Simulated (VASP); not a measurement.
A run of VASP 6.6.1 is set up as follows.

File INCAR:

```
SYSTEM = RbBr
ALGO = Normal
EDIFF = 1E-8
ENCUT = 520
GGA = CA
IBRION = 8
ISIF = 2
ISMEAR = 0
LASPH = .True.
LCHARG = .False.
LEPSILON = .True.
LREAL = .False.
LWAVE = .False.
NELM = 80
NSW = 1
PREC = Accurate
SIGMA = 0.01
```

File KPOINTS:

```
k-points
0
Gamma
  6 6 6
  0 0 0
```

Contents of POSCAR:

```
RbBr
1.0
    3.5193598144      0.0000000000      0.0000000000
    0.0000000000      3.5193598144      0.0000000000
    0.0000000000      0.0000000000      3.5193598144
Rb Br
1 1
Direct
    0.0000000000      0.0000000000      0.0000000000
    0.5000000000      0.5000000000      0.5000000000
```

Potentials or basis: VASP PAW LDA potentials, release 64 (Rb_sv, Br).

Launch:

```console
$ cat potpaw_LDA.64/Rb_sv/POTCAR potpaw_LDA.64/Br/POTCAR > POTCAR
$ mpirun -np 1 vasp_std > vasp.out
```

(1) Predict the electronic dielectric tensor (diagonal).

(2) Predict the Born charges (mean of the diagonal).

(3) Predict the highest phonon frequency at Γ, LO-TO splitting left out.

## Answers

(1) 4.08.

(2) Rb +1.23; Br -1.23 e.

(3) 192 cm⁻¹.

Caveat: the cell stands under pressure or tension, which shifts response properties.
